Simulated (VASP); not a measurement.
Set up this calculation in VASP 6.6.1, as the native input.

* Task: single point
* Functional: r2SCAN
* Potentials or basis: VASP PAW PBE potentials, release 64 (Zn, Se)
* Cutoff: 520 eV
* k mesh: 8 × 8 × 8
* Occupations: fermi-dirac, width 0.02 eV
* Spin: no spin polarisation
* Dipole correction: no
* Further INCAR settings: ALGO = Normal; EDIFF = 1e-07; NBANDS = 16

Crystal: ZnSe.

```
Zn Se
1.0
     3.32515    0.00000    0.00000
     0.00000    3.32515    0.00000
     0.00000    0.00000    3.32515
Zn Se
1 1
Cartesian
  0.0000 0.0000 0.0000
  1.6626 1.6626 1.6626
```

The input as run:

POSCAR

```
ZnSe
1.0
    3.3251532678      0.0000000000      0.0000000000
    0.0000000000      3.3251532678      0.0000000000
    0.0000000000      0.0000000000      3.3251532678
Zn Se
1 1
Direct
    0.0000000000      0.0000000000      0.0000000000
    0.5000000000      0.5000000000      0.5000000000
```

INCAR.step1

```
  PREC = Accurate
  ENCUT = 520
  ISMEAR = -1
  SIGMA = 0.02
  LREAL = F
  LASPH = T
  NELM = 80
  NBANDS = 16
  GGA = PE
  ALGO = Normal
  EDIFF = 1E-4
  LWAVE = T
  LCHARG = F
```

INCAR.step2

```
  PREC = Accurate
  ENCUT = 520
  EDIFF = 1E-7
  ISMEAR = -1
  SIGMA = 0.02
  LREAL = F
  LASPH = T
  NELM = 80
  ALGO = Normal
  ISIF = 2
  LWAVE = F
  LCHARG = F
  METAGGA = R2SCAN
  LMIXTAU = T
  NBANDS = 16
  ISTART = 1
```

KPOINTS

```
regular mesh
0
Gamma
  8 8 8
```

Potentials or basis: VASP PAW PBE potentials, release 64 (Zn, Se).

Launch:

```sh
$ cat potpaw_PBE.64/Zn/POTCAR potpaw_PBE.64/Se/POTCAR > POTCAR
$ cp INCAR.step1 INCAR
$ mpirun -np 1 vasp_std > vasp.out
$ cp INCAR.step2 INCAR
$ mpirun -np 1 vasp_std > vasp.out
```

Results of the run:

| Quantity | Value |
| --- | --- |
| Pressure | 0.2 GPa |
| Band gap on the k mesh | zero (band 9 reaches 4.37 eV, above the bottom of band 10 at 2.78 eV) |

Caveat: the PAW data sets were made with another functional, which shifts forces and pressure a little.

Run time: 59 s on 1 thread of AMD EPYC 9R45 96-Core Processor (Zen 5), with other jobs on the host, peak memory 0.14 GiB.
